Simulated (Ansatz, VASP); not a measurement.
# One calculation of Al3N, two programs

```
Al N
1.0
     2.85676    0.00000    0.00000
    -1.42838    2.47403    0.00000
     0.00000    0.00000   21.60138
Al N
3 1
Direct
  0.66667 0.33333 0.18517
  0.33333 0.66667 0.29168
  0.00000 0.00000 0.39819
  0.50000 0.00000 0.43754
```

Alike in both runs: task single point; functional PBE; k mesh 9 × 9 × 1; occupations gaussian, width 0.1 eV; collinear spin.

```csv
,VASP,Ansatz
version,VASP 6.6.1,Ansatz 0.2.0
potentials or method,"VASP PAW PBE potentials, release 64 (Al, N), cutoff 520 eV","scalar-relativistic, plane waves, PAW"
valence electrons in the cell,14,14
```

```tsv
	VASP	Ansatz	Ansatz less VASP
gap on the k mesh at the Fermi level (eV)	none	none	-
rms of the force components (eV/Å)	0.493	0.483	-0.0107
net moment per atom (μB)	0.00	0.00	0.000
work function, face that differs most (eV)	7.82	7.82	-0.005
```

Atom by atom the forces differ by 0.012 eV/Å (rms over components). A gap of «none» marks a metal or a gap that the smearing closes. Ansatz's warnings: seeded moment not kept.
